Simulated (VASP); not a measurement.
# Al (P-1) in VASP: further runs

Aim: see how the results for Al move with the level of theory and the settings. Levels: PBE-based screened hybrid, PBEsol-based screened hybrid. Tasks: relaxation of cell and atoms.

All numbers are computed with VASP 6.6.1; they aren't measurements. Logs are shortened: lines on timing, memory, paths and dates and some standing lists are left out, and cuts for length are marked.

### Step 1. The cell of the first run

The typed cell holds 1 atom: a = 2.839 Å, b = 2.840 Å, c = 2.869 Å, α = 60.19°, β = 62.21°, γ = 59.49°.

### Step 2. Relaxation of cell and atoms, PBE-based screened hybrid

Contents of POSCAR:

```
Al
1.0
   -0.0204552100      1.9706540500      2.0438328400
    2.0026569100      0.0099662700      2.0134113600
    2.0592944800      1.9968701300     -0.0466712900
Al
1
Direct
    0.0000000000      0.0000000000      0.0000000000
```

Contents of INCAR.step1:

```
ALGO = Normal ; EDIFF = 1E-5
ENCUT = 600 ; GGA = PE
ISMEAR = -1 ; LASPH = True
LCHARG = False ; LREAL = False
LWAVE = True ; NBANDS = 8
NELM = 60 ; PREC = Accurate
SIGMA = 0.05
```

Contents of INCAR.step2:

```
AEXX = 0.25 ; ALGO = Normal
EDIFF = 1E-6 ; EDIFFG = -0.01
ENCUT = 600 ; GGA = PE
HFSCREEN = 0.3 ; IBRION = 2
ISIF = 3 ; ISMEAR = -1
ISTART = 1 ; LASPH = True
LCHARG = False ; LHFCALC = True
LREAL = False ; LWAVE = False
NELM = 60 ; NSW = 60
PREC = Accurate ; PRECFOCK = Normal
SIGMA = 0.05
```

Contents of KPOINTS:

```
k-points
0
Gamma
  6 6 6
```

Potentials or basis: VASP PAW PBE potentials, release 64 (Al).

The run is started by

```bash
$ cat potpaw_PBE.64/Al/POTCAR > POTCAR
$ cp INCAR.step1 INCAR
$ mpirun -np 1 vasp_std > vasp.out
$ cp INCAR.step2 INCAR
$ mpirun -np 1 vasp_std > vasp.out
```

OUTCAR:

```text
AEXX = 0.25
   EDIFF = 1E-6
   EDIFFG = -0.01
   ENCUT = 600
   GGA = PE
   HFSCREEN = 0.3
   IBRION = 2
   ISIF = 3
   ISMEAR = -1
   ISTART = 1
   LASPH = True
   LHFCALC = True
   LREAL = False
   NELM = 60
   NSW = 60
   PREC = Accurate
   PRECFOCK = Normal

 ion  position               nearest neighbor table
   1  0.000  0.000  0.000-

  LATTYP: Found a triclinic cell.
 ALAT       =     4.8932994550
 B/A-ratio  =     0.9921520640
 C/A-ratio  =     1.5454074236
 COS(alpha) =     0.0035236391
 COS(beta)  =     0.5577824530
 COS(gamma) =     0.8268074114

  Lattice vectors:

 A1 = (  -4.0257690300,   1.9507215100,  -1.9829898800)
 A2 = (  -1.9664745500,   3.9475916400,  -2.0296611700)
 A3 = (  -6.1212458700,  -4.0037065300,  -1.9200687800)

Analysis of symmetry for initial positions (statically):
=====================================================================
 Subroutine PRICEL returns:
 Original cell was already a primitive cell.

 Routine SETGRP: Setting up the symmetry group for a
 triclinic supercell.

 Subroutine GETGRP returns: Found  2 space group operations
 (whereof  2 operations were pure point group operations)
 out of a pool of  2 trial point group operations.

The static configuration has the point symmetry S_2 .

Analysis of symmetry for dynamics (positions and initial velocities):
=====================================================================
 Subroutine PRICEL returns:
 Original cell was already a primitive cell.

 Routine SETGRP: Setting up the symmetry group for a
 triclinic supercell.

 Subroutine GETGRP returns: Found  2 space group operations
 (whereof  2 operations were pure point group operations)
 out of a pool of  2 trial point group operations.

The dynamic configuration has the point symmetry S_2 .

 Subroutine INISYM returns: Found  2 space group operations
 (whereof  2 operations are pure point group operations),
 and found     1 'primitive' translations

----------------------------------------------------------------------------------------

                                     Primitive cell

  volume of cell :      16.5686

  direct lattice vectors                    reciprocal lattice vectors
    -0.020455210  1.970654050  2.043832840    -0.242686930  0.255885821  0.240124020
     2.002656910  0.009966270  2.013411360     0.251876327 -0.253968071  0.247395668
     2.059294480  1.996870130 -0.046671290     0.238243693  0.249524832 -0.238206270

  length of vectors
     2.839216173  2.839816778  2.868860798     0.426654479  0.434909280  0.419243278

  position of ions in fractional coordinates (direct lattice)
     0.000000000  0.000000000  0.000000000

  ion indices of the primitive-cell ions
   primitive index   ion index
                 1           1

----------------------------------------------------------------------------------------

 KPOINTS: k-points

Automatic generation of k-mesh.
 Grid dimensions read from file:
 generate k-points for:    6    6    6

 Generating k-lattice:

  Cartesian coordinates                     Fractional coordinates (reciprocal lattice)
    -0.040447822  0.042647637  0.040020670     0.166666667  0.000000000 -0.000000000
     0.041979388 -0.042328012  0.041232611    -0.000000000  0.166666667 -0.000000000
     0.039707282  0.041587472 -0.039701045     0.000000000  0.000000000  0.166666667

  Length of vectors
     0.071109080  0.072484880  0.069873880

  Shift w.r.t. Gamma in fractional coordinates (k-lattice)
     0.000000000  0.000000000  0.000000000

 Subroutine IBZKPT returns following result:
 ===========================================

 Found    112 irreducible k-points:

 Following reciprocal coordinates:
            Coordinates               Weight
  0.000000  0.000000  0.000000      1.000000
  0.166667 -0.000000  0.000000      2.000000
  0.333333  0.000000  0.000000      2.000000
  0.500000 -0.000000 -0.000000      1.000000
  0.000000  0.166667 -0.000000      2.000000
  0.166667  0.166667  0.000000      2.000000
[... 16 lines left out ...]
  0.333333 -0.000000  0.166667      2.000000
  0.500000 -0.000000  0.166667      2.000000
 [... further k-points ...]
   k-points           NKPTS =    112   k-points in BZ     NKDIM =    216   number of bands    NBANDS=      5
   number of dos      NEDOS =    301   number of ions     NIONS =      1
   total plane-waves  NPLWV =  13824
   dimension x,y,z NGX =    24 NGY =   24 NGZ =   24
   dimension x,y,z NGXF=    48 NGYF=   48 NGZF=   48
   ions per type =               1
   NGX,Y,Z   is equivalent  to a cutoff of  14.05, 14.05, 13.91 a.u.
   NGXF,Y,Z  is equivalent  to a cutoff of  28.11, 28.10, 27.82 a.u.
 SYSTEM =  unknown system
   PREC   = accura    normal or accurate (medium, high low for compatibility)
   ISTART =      1    job   : 0-new  1-cont  2-samecut
   ICHARG =      0    charge: 1-file 2-atom 10-const
   ISPIN  =      1    spin polarized calculation?
   LNONCOLLINEAR =      F non collinear calculations
   LSORBIT =      F    spin-orbit coupling
   LASPH  =      T    aspherical Exc in radial PAW
   ENCUT  =  600.0 eV  44.10 Ry    6.64 a.u.   5.67  5.67  5.73*2*pi/ulx,y,z
   NELM   =     60;   NELMIN=  2; NELMDL=  0     # of ELM steps
   EDIFF  = 0.1E-05   stopping-criterion for ELM
   LREAL  =      F    real-space projection
   EDIFFG = -.1E-01   stopping-criterion for IOM
   NSW    =     60    number of steps for IOM
   IBRION =      2    ionic relax: 0-MD 1-quasi-New 2-CG
   NFREE  =      1    steps in history (QN), initial steepest desc. (CG)
   ISIF   =      3    stress and relaxation
   ISYM   =      3    0-nonsym 1-usesym 2-fastsym
   POTIM  = 0.5000    time-step for ionic-motion
   TEBEG  =    0.0;   TEEND  =   0.0 temperature during run
   PSTRESS=    0.0 pullay stress
   NELECT =       3.0000    total number of electrons
   NUPDOWN=      -1.0000    fix difference up-down
   EMIN   =  10.00;   EMAX   =-10.00  energy-range for DOS
   EFERMI =   0.00;   METHOD = LEGACY
   ISMEAR =    -1;   SIGMA  =   0.05  broadening in eV -4-tet -1-fermi 0-gaus
   EFERMI_NEDOS =   21; number of points for ismear=-14 and -15
   IALGO  =     38    algorithm
   IMIX   =      1    mixing-type and parameters
     AMIX     =   0.40;   BMIX     =  1.00
     AMIX_MAG =   1.60;   BMIX_MAG =  1.00
  volume/ion in A,a.u.               =      16.57       111.81
  Fermi-wavevector in a.u.,A,eV,Ry     =   0.926161  1.750191 11.670728  0.857774
  Thomas-Fermi vector in A             =   2.052094
   LORBIT       =      0    0 simple, 1 ext, 2 COOP (PROOUT), +10 PAW based schemes
   GGA     = PE    functional components
   LHFCALC =     T    Hartree Fock is set to
   PRECFOCK=normal    Normal, Fast or Accurate (Low or Medium for compatibility)
   ENCUT4O =  -1.0   cutoff for four orbital integrals eV
   NKREDX  =     1    reduce k-point grid by
   NKREDY  =     1    reduce k-point grid by
   NKREDZ  =     1    reduce k-point grid by
   AEXX    =    0.2500 exact exchange contribution
   HFSCREEN=    0.3000 screening length (either q_TF or 0.3 A-1)
   HFSCREENC=   0.3000 screening length for correlation (either q_TF or 0.3 A-1)
   ENCUTFOCK=  -1.0 apply spherical cutoff to Coloumb kernel
   IVDW    =     0    specifies the selected vdW correction
   LEPSILON=     F    determine dielectric tensor
   LRPA    =     F    only Hartree local field effects (RPA)
 conjugate gradient relaxation of ions
 non-spin polarized calculation
  energy-cutoff  :      600.00
  volume of cell :       16.57
 maximum number of plane-waves:       566
 NGX is ok and might be reduce to    24
  NGX = 18; NGY = 18; NGZ = 18

--------------------------------------- Ionic step        1  -------------------------------------------

 number of electron       3.0000000 magnetization

 Free energy of the ion-electron system (eV)
  ---------------------------------------------------
  ext. energy  EPLUGINS =         0.00000000
  ---------------------------------------------------
  free energy    TOTEN  =        -4.07733427 eV

  energy without entropy =       -4.07532879  energy(sigma->0) =       -4.07633153

------------------------ aborting loop because EDIFF is reached ----------------------------------------

  FORCE on cell =-STRESS in cart. coord.  units (eV):
  Direction    XX          YY          ZZ          XY          YZ          ZX
  --------------------------------------------------------------------------------------
  -------------------------------------------------------------------------------------
  Total       -0.4032394      0.4382595     -0.2135292     -0.0899094     -0.0114479      0.3933768
  in kB      -38.9930610     42.3794929    -20.6481791     -8.6941977     -1.1070028     38.0393496
  external PRESSURE =      -5.7539157 kB  Pullay stress =       0.0000000 kB
[... 86 lines left out ...]
  FREE ENERGIE OF THE ION-ELECTRON SYSTEM (eV)
  ---------------------------------------------------
  free  energy   TOTEN  =        -4.0905962146 eV

  energy  without entropy=       -4.0887042447  energy(sigma->0) =       -4.08965023

[... ionic steps 4 to 8 ...]

--------------------------------------- Ionic step        9  -------------------------------------------

 number of electron       3.0000000 magnetization

------------------------ aborting loop because EDIFF is reached ----------------------------------------
[... 65 lines left out ...]
--------------------------------------- Ionic step       11  -------------------------------------------

 number of electron       3.0000000 magnetization

 Free energy of the ion-electron system (eV)
  ---------------------------------------------------
  ext. energy  EPLUGINS =         0.00000000
  ---------------------------------------------------
  free energy    TOTEN  =        -4.09187163 eV

  energy without entropy =       -4.09023795  energy(sigma->0) =       -4.09105479

 E-fermi :   8.4825     XC(G=0):  -8.5777

 val. band max:        8.2098174386   @ k =  -0.3333   0.3333  -0.0000
 cond. band min:       8.5479847973   @ k =  -0.0000   0.0000   0.3333
 fundamental gap:      0.3381673587
 Fermi energy:         8.4825144090

 k-point     1 :       0.0000    0.0000    0.0000
  band No.  band energies     occupation
      1      -4.4814      2.00000
      2      21.4239      0.00000
      3      21.6438      0.00000
      4      21.7052      0.00000
      5      23.0485      0.00000
[... 177 lines left out ...]
 k-point    24 :       0.5000   -0.0000    0.1667
  band No.  band energies     occupation
      1       2.2557      2.00000
      2       5.4074      2.00000
      3      14.9982      0.00000
      4      16.7584      0.00000
      5      18.7026      0.00000

 [... further k-points ...]

------------------------ aborting loop because EDIFF is reached ----------------------------------------

  FORCE on cell =-STRESS in cart. coord.  units (eV):
  Direction    XX          YY          ZZ          XY          YZ          ZX
  --------------------------------------------------------------------------------------
  -------------------------------------------------------------------------------------
  Total       -0.0093489     -0.0019530      0.0041639     -0.0060484      0.0058956      0.0072403
  in kB       -0.9104616     -0.1901945      0.4055128     -0.5890376      0.5741580      0.7051156
  external PRESSURE =      -0.2317144 kB  Pullay stress =       0.0000000 kB
[... 16 lines left out ...]
  FREE ENERGIE OF THE ION-ELECTRON SYSTEM (eV)
  ---------------------------------------------------
  free  energy   TOTEN  =        -4.0918716333 eV

  energy  without entropy=       -4.0902379526  energy(sigma->0) =       -4.09105479

 reached required accuracy - stopping structural energy minimisation
```

Wall time 31 min (1 thread of Intel Xeon 6975P-C (Granite Rapids), shared host); peak memory 0.24 GiB.

What came out:

```
Free energy                            : -4.0919 eV
Relaxed volume                         : 16.45 Å³/atom
Relaxed cell                           : a = 2.863 Å, b = 2.863 Å, c = 2.837 Å, α = 60.42°, β = 60.43°, γ = 59.25°
Space group after relaxing (to 0.05 Å) : I4/mmm (No. 139)
Energy gained by relaxing              : 14.5 meV/atom
Ionic steps                            : 11
Pressure after relaxing                : 0.0 GPa
```

The path:
```tsv
step	energy change (eV)	largest force (eV/Å)	pressure (GPa)	volume (Å³)
1	0.0000	0.0000	-0.58	16.57
2	-0.0122	0.0000	0.14	16.41
3	-0.0133	0.0000	-0.09	16.45
4	-0.0133	0.0000	-0.13	16.45
5	-0.0133	0.0000	-0.15	16.46
6	-0.0141	0.0000	0.11	16.42
7	-0.0142	0.0000	0.22	16.40
8	-0.0144	0.0000	0.06	16.44
9	-0.0144	0.0000	0.09	16.43
10	-0.0145	0.0000	-0.04	16.46
11	-0.0145	0.0000	-0.02	16.45
```

Final structure:
```
Al
1.0
     0.00032    2.00170    2.04711
     2.00256    0.00054    2.04657
     2.00585    2.00576   -0.00384
Al
1
Direct
  0.00000 0.00000 0.00000
```

Caveat: the k points lie up to 0.45 Å⁻¹ apart in the final cell; the PAW data sets were made with another functional, which shifts forces and pressure a little.

### Step 3. Relaxation of cell and atoms, PBEsol-based screened hybrid

POSCAR is that of step 2.

Contents of INCAR.step1:

```
SYSTEM = Al
PREC = Accurate
ENCUT = 600
EDIFF = 1E-5
ISMEAR = -1
SIGMA = 0.05
LREAL = .FALSE.
LASPH = .TRUE.
NELM = 100
ALGO = Normal
LWAVE = .TRUE.
LCHARG = .FALSE.
GGA = PE
NBANDS = 8
```

Contents of INCAR.step2:

```
SYSTEM = Al
PREC = Accurate
ENCUT = 600
EDIFF = 1E-6
ISMEAR = -1
SIGMA = 0.05
LREAL = .FALSE.
LASPH = .TRUE.
NELM = 100
ALGO = Normal
ISIF = 3
LWAVE = .FALSE.
LCHARG = .FALSE.
GGA = PS
LHFCALC = .TRUE.
AEXX = 0.25
HFSCREEN = 0.207
PRECFOCK = Normal
IBRION = 2
NSW = 60
EDIFFG = -0.01
ISTART = 1
```

Contents of KPOINTS:

```
regular mesh
0
G
  6 6 6
  0 0 0
```

Potentials or basis: VASP PAW PBE potentials, release 64 (Al).

The run is started by

```bash
$ cat potpaw_PBE.64/Al/POTCAR > POTCAR
$ cp INCAR.step1 INCAR
$ mpirun -np 1 vasp_std > vasp.out
$ cp INCAR.step2 INCAR
$ mpirun -np 1 vasp_std > vasp.out
```

Wall time 64 min (1 thread of Intel Xeon Platinum 8259CL at 2.50GHz (Skylake/Cascade Lake), shared host); peak memory 0.25 GiB.

It converged, with:

```
Free energy                            : -4.3992 eV
Relaxed volume                         : 16.20 Å³/atom
Relaxed cell                           : a = 2.846 Å, b = 2.846 Å, c = 2.825 Å, α = 60.49°, β = 60.50°, γ = 59.23°
Space group after relaxing (to 0.05 Å) : I4/mmm (No. 139)
Energy gained by relaxing              : 16.3 meV/atom
Ionic steps                            : 10
Pressure after relaxing                : 0.0 GPa
```

Stress tensor (GPa, compression positive):
```
 0.03 -0.05  0.06
-0.05  0.05  0.06
 0.06  0.06 -0.01
```

The path:
| step | energy change (eV) | largest force (eV/Å) | pressure (GPa) | volume (Å³) |
| --- | --- | --- | --- | --- |
| 1 | 0.0000 | 0.0000 | -1.77 | 16.57 |
| 2 | -0.0138 | 0.0000 | 0.41 | 16.12 |
| 3 | -0.0154 | 0.0000 | -0.20 | 16.22 |
| 4 | -0.0154 | 0.0000 | -0.26 | 16.24 |
| 5 | -0.0159 | 0.0000 | 0.16 | 16.17 |
| 6 | -0.0160 | 0.0000 | 0.40 | 16.13 |
| 7 | -0.0160 | 0.0000 | 0.32 | 16.15 |
| 8 | -0.0162 | 0.0000 | 0.26 | 16.16 |
| 9 | -0.0162 | 0.0000 | 0.27 | 16.16 |
| 10 | -0.0163 | 0.0000 | 0.03 | 16.20 |

Final structure:
```yaml
crystal:
  lattice:
    - [0.00051, 1.98942, 2.03571]
    - [1.98995, 0.00061, 2.03526]
    - [1.99713, 1.99751, -0.00763]
  atoms:
    - { symbol: Al, position: [0.00000, 0.00000, 0.00000] }
```

Levels at points of the mesh, in eV from the Fermi level:
```csv
k point,band 1,band 2,band 3,band 4
"(0.00, 0.00, 0.00)",-13.29,13.15,13.39,13.50
"(0.50, 0.00, 0.00)",-5.80,-5.46,11.81,11.81
"(0.00, 0.50, 0.00)",-5.80,-5.46,11.81,11.81
"(0.50, 0.50, 0.00)",-4.11,-2.58,5.63,6.11
"(0.00, 0.00, 0.50)",-5.85,-5.58,11.86,11.92
"(0.50, 0.00, 0.50)",-3.77,-2.01,5.35,5.63
"(0.00, 0.50, 0.50)",-3.77,-2.01,5.35,5.64
"(0.50, 0.50, 0.50)",-5.80,-5.46,11.71,11.74
```

Caveat: the k points lie up to 0.45 Å⁻¹ apart in the final cell; the PAW data sets were made with another functional, which shifts forces and pressure a little.
